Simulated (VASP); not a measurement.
**F: single point with LDA**

Crystal: F.

```
F
1.0
     0.00000    1.58599    1.58599
     1.58599    0.00000    1.58599
     1.58599    1.58599    0.00000
F
1
Direct
  0.00000 0.00000 0.00000
```

```yaml
Program: VASP 6.6.1
Task: single point
Functional: LDA
Potentials_or_basis: VASP PAW LDA potentials, release 64 (F)
Cutoff: 600 eV
k_mesh: 17 × 17 × 17
Occupations: fermi-dirac, width 0.05 eV
Spin: no spin polarisation
```

```yaml
Pressure: 5.4 GPa
Band_gap_on_the_k_mesh: zero (an odd number of electrons rules out a gap without spin polarisation)
```

Levels at points of the mesh, in eV from the Fermi level:
```
           k point  band 2  band 3  band 4  band 5  band 6  band 7
(0.00, 0.00, 0.00)    0.79    0.79    0.79   15.86   37.74   37.74
```

Wall time 5.5 s on 1 thread of Intel(R) Xeon(R) Platinum 8488C (Sapphire Rapids), with other jobs on the host, peak memory 0.12 GiB.

Caveat: the cell stands under pressure; an odd number of electrons without spin polarisation forces a metal; a magnetic or distorted state may lie lower.
